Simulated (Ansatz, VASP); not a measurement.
## Ca in VASP and in Ansatz

```
Ca
1.0
     0.00000    2.77486    2.77486
     2.77486    0.00000    2.77486
     2.77486    2.77486    0.00000
Ca
1
Direct
  0.00000 0.00000 0.00000
```

Alike in both runs: task single point; functional r2SCAN; k mesh 8 × 8 × 8; occupations gaussian, width 0.014 eV; no spin polarisation.

|  | VASP | Ansatz |
| --- | --- | --- |
| version | VASP 6.6.1 | Ansatz 0.2.0 |
| potentials or method | VASP PAW PBE potentials, release 64 (Ca_sv), cutoff 520 eV | PAW plane waves |
| valence electrons in the cell | 10 | 10 |

|  | VASP | Ansatz | Ansatz less VASP |
| --- | --- | --- | --- |
| pressure (GPa) | 0.2 | 0.2 | -0.05 |

VASP's potentials were made for PBE, not for r2SCAN. The functional is the same, so the differences come from potentials, cutoffs and numerics.
